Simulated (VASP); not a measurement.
# Y (Fm-3m) in VASP: single point with PBE

Aim: the single point of Y with PBE.

Program: VASP 6.6.1. These are calculated values, not measurements. Logs are shortened: lines on timing, memory, paths and dates and some standing lists are left out, and cuts for length are marked.

**1. The cell of the first run**

The structure is cubic, space group Fm-3m (No. 225). Conventional cell: a = 5.063 Å, b = 5.063 Å, c = 5.063 Å, α = 90.00°, β = 90.00°, γ = 90.00°. Y (site symmetry m-3m) has 12 Y at 3.58 Å within 4.7 Å.

**2. Single point, PBE**

INCAR

```
PREC     = Accurate       # precision mode
ENCUT    = 520            # plane-wave cutoff, eV
EDIFF    = 1E-7           # SCF threshold, eV
ISMEAR   = 0              # smearing method
SIGMA    = 0.1            # smearing width, eV
LREAL    = False          # projectors in reciprocal space
LASPH    = True           # aspherical terms in the spheres
NELM     = 100            # most SCF steps
ALGO     = Fast           # electronic algorithm
ISIF     = 2              # what is computed and relaxed
LWAVE    = False          # write WAVECAR
LCHARG   = False          # write CHGCAR
GGA      = PE             # functional
NBANDS   = 54             # bands
```

KPOINTS

```
Automatic mesh
0
Gamma
  6 6 6
```

POSCAR

```
Y
1.0
   -5.0625203600      5.0625203600      0.0000000000
   -5.0625203600      0.0000000000      5.0625203600
    0.0000000000      5.0625203600      5.0625203600
Y
8
Direct
    0.0000000000      0.0000000000      0.0000000000
    0.5000000000      0.0000000000      0.0000000000
    0.0000000000      0.5000000000      0.0000000000
    0.0000000000      0.0000000000      0.5000000000
    0.5000000000      0.5000000000      0.0000000000
    0.5000000000      0.0000000000      0.5000000000
    0.0000000000      0.5000000000      0.5000000000
    0.5000000000      0.5000000000      0.5000000000
```

Potentials or basis: VASP PAW PBE potentials, release 64 (Y_sv).

Started as:

```console
> cat potpaw_PBE.64/Y_sv/POTCAR > POTCAR
> mpirun -np 1 vasp_std > vasp.out
```

OUTCAR:

```text
PREC = Accurate
   ENCUT = 520
   EDIFF = 1E-7
   ISMEAR = 0
   LREAL = False
   LASPH = True
   NELM = 100
   ISIF = 2
   GGA = PE

 ion  position               nearest neighbor table
   1  0.000  0.000  0.000-   2 3.58   3 3.58   4 3.58   4 3.58   6 3.58   7 3.58   3 3.58   5 3.58
                             7 3.58   2 3.58   5 3.58   6 3.58
   2  0.500  0.000  0.000-   1 3.58   5 3.58   6 3.58   4 3.58   6 3.58   8 3.58   3 3.58   5 3.58
                             8 3.58   1 3.58   3 3.58   4 3.58
   3  0.000  0.500  0.000-   1 3.58   5 3.58   7 3.58   4 3.58   7 3.58   8 3.58   1 3.58   2 3.58
                             4 3.58   2 3.58   5 3.58   8 3.58
   4  0.000  0.000  0.500-   1 3.58   6 3.58   7 3.58   1 3.58   2 3.58   3 3.58   3 3.58   7 3.58
                             8 3.58   2 3.58   6 3.58   8 3.58
   5  0.500  0.500  0.000-   2 3.58   3 3.58   8 3.58   6 3.58   7 3.58   8 3.58   1 3.58   2 3.58
                             6 3.58   1 3.58   3 3.58   7 3.58
   6  0.500  0.000  0.500-   2 3.58   4 3.58   8 3.58   1 3.58   2 3.58   5 3.58   5 3.58   7 3.58
                             8 3.58   1 3.58   4 3.58   7 3.58
   7  0.000  0.500  0.500-   3 3.58   4 3.58   8 3.58   1 3.58   3 3.58   5 3.58   1 3.58   4 3.58
                             6 3.58   5 3.58   6 3.58   8 3.58
   8  0.500  0.500  0.500-   5 3.58   6 3.58   7 3.58   2 3.58   3 3.58   5 3.58   2 3.58   4 3.58
                             6 3.58   3 3.58   4 3.58   7 3.58

  LATTYP: Found a face centered cubic cell.
 ALAT       =    10.1250407200

  Lattice vectors:

 A1 = (  -5.0625203600,   5.0625203600,   0.0000000000)
 A2 = (  -5.0625203600,   0.0000000000,   5.0625203600)
 A3 = (   0.0000000000,   5.0625203600,   5.0625203600)

Analysis of symmetry for initial positions (statically):
=====================================================================
 Subroutine PRICEL returns following result:

  LATTYP: Found a face centered cubic cell.
 ALAT       =     5.0625203600

  Lattice vectors:

 A1 = (  -2.5312601800,   2.5312601800,   0.0000000000)
 A2 = (  -2.5312601800,   0.0000000000,   2.5312601800)
 A3 = (   0.0000000000,   2.5312601800,   2.5312601800)

   8 primitive cells build up your supercell.

 Routine SETGRP: Setting up the symmetry group for a
 face centered cubic supercell.

 Subroutine GETGRP returns: Found 48 space group operations
 (whereof 48 operations were pure point group operations)
 out of a pool of 48 trial point group operations.

The static configuration has the point symmetry O_h .

Analysis of symmetry for dynamics (positions and initial velocities):
=====================================================================
 Subroutine PRICEL returns following result:

  LATTYP: Found a face centered cubic cell.
 ALAT       =     5.0625203600

  Lattice vectors:

 A1 = (  -2.5312601800,   2.5312601800,   0.0000000000)
 A2 = (  -2.5312601800,   0.0000000000,   2.5312601800)
 A3 = (   0.0000000000,   2.5312601800,   2.5312601800)

   8 primitive cells build up your supercell.

 Routine SETGRP: Setting up the symmetry group for a
 face centered cubic supercell.

 Subroutine GETGRP returns: Found 48 space group operations
 (whereof 48 operations were pure point group operations)
 out of a pool of 48 trial point group operations.

The dynamic configuration has the point symmetry O_h .

 Subroutine INISYM returns: Found 48 space group operations
 (whereof 48 operations are pure point group operations),
 and found     8 'primitive' translations

----------------------------------------------------------------------------------------

                                     Primitive cell

  volume of cell :      32.4370

  direct lattice vectors                    reciprocal lattice vectors
    -2.531260180  2.531260180  0.000000000    -0.197530070  0.197530070 -0.197530070
    -2.531260180  0.000000000  2.531260180    -0.197530070 -0.197530070  0.197530070
     0.000000000  2.531260180  2.531260180     0.197530070  0.197530070  0.197530070

  length of vectors
     3.579742476  3.579742476  3.579742476     0.342132117  0.342132117  0.342132117

  position of ions in fractional coordinates (direct lattice)
     0.000000000  0.000000000  0.000000000

  ion indices of the primitive-cell ions
   primitive index   ion index
                 1           1

----------------------------------------------------------------------------------------

 KPOINTS: Automatic mesh

Automatic generation of k-mesh.
 Grid dimensions read from file:
 generate k-points for:    6    6    6

 Generating k-lattice:

  Cartesian coordinates                     Fractional coordinates (reciprocal lattice)
    -0.016460839  0.016460839 -0.016460839     0.166666667  0.000000000  0.000000000
    -0.016460839 -0.016460839  0.016460839     0.000000000  0.166666667  0.000000000
     0.016460839  0.016460839  0.016460839     0.000000000  0.000000000  0.166666667

  Length of vectors
     0.028511010  0.028511010  0.028511010

  Shift w.r.t. Gamma in fractional coordinates (k-lattice)
     0.000000000  0.000000000  0.000000000

 Subroutine IBZKPT returns following result:
 ===========================================

 Found     16 irreducible k-points:

 Following reciprocal coordinates:
            Coordinates               Weight
  0.000000  0.000000  0.000000      1.000000
  0.166667  0.000000  0.000000      8.000000
  0.333333  0.000000  0.000000      8.000000
  0.500000  0.000000  0.000000      4.000000
  0.166667  0.166667  0.000000      6.000000
  0.333333  0.166667  0.000000     24.000000
[... 8 lines left out ...]
 -0.333333  0.333333  0.166667     24.000000
 -0.333333  0.500000  0.166667     12.000000
   k-points           NKPTS =     16   k-points in BZ     NKDIM =     16   number of bands    NBANDS=     54
   number of dos      NEDOS =    301   number of ions     NIONS =      8
   total plane-waves  NPLWV = 157464
   dimension x,y,z NGX =    54 NGY =   54 NGZ =   54
   dimension x,y,z NGXF=   108 NGYF=  108 NGZF=  108
   ions per type =               8
   NGX,Y,Z   is equivalent  to a cutoff of  12.54, 12.54, 12.54 a.u.
   NGXF,Y,Z  is equivalent  to a cutoff of  25.08, 25.08, 25.08 a.u.
 SYSTEM =  unknown system
   PREC   = accura    normal or accurate (medium, high low for compatibility)
   ISTART =      0    job   : 0-new  1-cont  2-samecut
   ICHARG =      2    charge: 1-file 2-atom 10-const
   ISPIN  =      1    spin polarized calculation?
   LNONCOLLINEAR =      F non collinear calculations
   LSORBIT =      F    spin-orbit coupling
   LASPH  =      T    aspherical Exc in radial PAW
   ENCUT  =  520.0 eV  38.22 Ry    6.18 a.u.  13.31 13.31 13.31*2*pi/ulx,y,z
   NELM   =    100;   NELMIN=  2; NELMDL= -5     # of ELM steps
   EDIFF  = 0.1E-06   stopping-criterion for ELM
   LREAL  =      F    real-space projection
   EDIFFG = 0.1E-05   stopping-criterion for IOM
   NSW    =      0    number of steps for IOM
   IBRION =     -1    ionic relax: 0-MD 1-quasi-New 2-CG
   NFREE  =      0    steps in history (QN), initial steepest desc. (CG)
   ISIF   =      2    stress and relaxation
   ISYM   =      2    0-nonsym 1-usesym 2-fastsym
   POTIM  = 0.5000    time-step for ionic-motion
   TEBEG  =    0.0;   TEEND  =   0.0 temperature during run
   PSTRESS=    0.0 pullay stress
   NELECT =      88.0000    total number of electrons
   NUPDOWN=      -1.0000    fix difference up-down
   EMIN   =  10.00;   EMAX   =-10.00  energy-range for DOS
   EFERMI =   0.00;   METHOD = LEGACY
   ISMEAR =     0;   SIGMA  =   0.10  broadening in eV -4-tet -1-fermi 0-gaus
   EFERMI_NEDOS =   21; number of points for ismear=-14 and -15
   IALGO  =     68    algorithm
   IMIX   =      4    mixing-type and parameters
     AMIX     =   0.40;   BMIX     =  1.00
     AMIX_MAG =   1.60;   BMIX_MAG =  1.00
  volume/ion in A,a.u.               =      32.44       218.90
  Fermi-wavevector in a.u.,A,eV,Ry     =   1.141631  2.157369 17.732751  1.303320
  Thomas-Fermi vector in A             =   2.278330
   LORBIT       =      0    0 simple, 1 ext, 2 COOP (PROOUT), +10 PAW based schemes
   GGA     = PE    functional components
   LHFCALC =     F    Hartree Fock is set to
   AEXX    =    0.0000 exact exchange contribution
   IVDW    =     0    specifies the selected vdW correction
   LEPSILON=     F    determine dielectric tensor
   LRPA    =     F    only Hartree local field effects (RPA)
 non-spin polarized calculation
 RMM-DIIS sequential band-by-band and
 Gauss-broadening in eV      SIGMA  =   0.10
  energy-cutoff  :      520.00
  volume of cell :      259.50
 maximum number of plane-waves:      7046
 NGX is ok and might be reduce to    54
   NGX = 27   NGY = 27   NGZ = 27

 number of electron      87.9999999 magnetization

 Free energy of the ion-electron system (eV)
  ---------------------------------------------------
  ext. energy  EPLUGINS =         0.00000000
  ---------------------------------------------------
  free energy    TOTEN  =       -51.28144983 eV

  energy without entropy =      -51.21238728  energy(sigma->0) =      -51.24691855

 E-fermi :   3.1108     XC(G=0):  -9.4720

 val. band max:        3.0903503001   @ k =  -0.3333   0.5000   0.1667
 cond. band min:       3.1139031241   @ k =   0.5000   0.3333   0.0000
 fundamental gap:      0.0235528239
 Fermi energy:         3.1108380099

 k-point     1 :       0.0000    0.0000    0.0000
  band No.  band energies     occupation
      1     -39.5568      2.00000
      2     -39.4907      2.00000
      3     -39.4907      2.00000
      4     -39.4907      2.00000
      5     -39.4907      2.00000
      6     -39.4692      2.00000
[... 46 lines left out ...]
     53       4.7873      0.00000
     54       4.9907      0.00000

 k-point     2 :       0.1667    0.0000    0.0000
  band No.  band energies     occupation
      1     -39.5524      2.00000
      2     -39.4952      2.00000
      3     -39.4893      2.00000
      4     -39.4893      2.00000
      5     -39.4893      2.00000
      6     -39.4706      2.00000
[... 790 lines left out ...]
 k-point    16 :      -0.3333    0.5000    0.1667
  band No.  band energies     occupation
      1     -39.5101      2.00000
      2     -39.5101      2.00000
      3     -39.5019      2.00000
      4     -39.5019      2.00000
      5     -39.4799      2.00000
      6     -39.4799      2.00000
[... 46 lines left out ...]
     53       4.2515      0.00000
     54       4.2517      0.00000

------------------------ aborting loop because EDIFF is reached ----------------------------------------

  FORCE on cell =-STRESS in cart. coord.  units (eV):
  Direction    XX          YY          ZZ          XY          YZ          ZX
  --------------------------------------------------------------------------------------
  -------------------------------------------------------------------------------------
  Total       -0.1773548     -0.1773548     -0.1773548      0.0000000      0.0000000      0.0000000
  in kB       -1.0950231     -1.0950231     -1.0950231      0.0000000      0.0000000      0.0000000
  external PRESSURE =      -1.0950231 kB  Pullay stress =       0.0000000 kB

 VOLUME and BASIS-vectors are now :
 -----------------------------------------------------------------------------
  energy-cutoff  :      520.00
  volume of cell :      259.50
      direct lattice vectors                 reciprocal lattice vectors
    -5.062520360  5.062520360  0.000000000    -0.098765035  0.098765035 -0.098765035
    -5.062520360  0.000000000  5.062520360    -0.098765035 -0.098765035  0.098765035
     0.000000000  5.062520360  5.062520360     0.098765035  0.098765035  0.098765035

 POSITION                                       TOTAL-FORCE (eV/Angst)
 -----------------------------------------------------------------------------------
      0.00000      0.00000      0.00000        -0.000000     -0.000000      0.000000
     -2.53126      2.53126      0.00000        -0.000000      0.000000     -0.000000
     -2.53126      0.00000      2.53126         0.000000     -0.000000      0.000000
      0.00000      2.53126      2.53126        -0.000000      0.000000     -0.000000
     -5.06252      2.53126      2.53126        -0.000000      0.000000      0.000000
     -2.53126      5.06252      2.53126         0.000000      0.000000     -0.000000
     -2.53126      2.53126      5.06252         0.000000      0.000000     -0.000000
     -5.06252      5.06252      5.06252        -0.000000     -0.000000      0.000000
 -----------------------------------------------------------------------------------
    total drift:                                0.000000      0.000000     -0.000000

  FREE ENERGIE OF THE ION-ELECTRON SYSTEM (eV)
  ---------------------------------------------------
  free  energy   TOTEN  =       -51.2814498293 eV

  energy  without entropy=      -51.2123872781  energy(sigma->0) =      -51.24691855
```

Wall time 15 min (1 thread of Intel Xeon Platinum 8124M at 3.00GHz (Skylake/Cascade Lake), shared host); peak memory 0.49 GiB.

What came out:

```yaml
Free_energy: -51.2814 eV
Pressure: -0.1 GPa
Band_gap_on_the_k_mesh: zero (band 44 reaches 3.74 eV, above the bottom of band 45 at 2.82 eV)
```
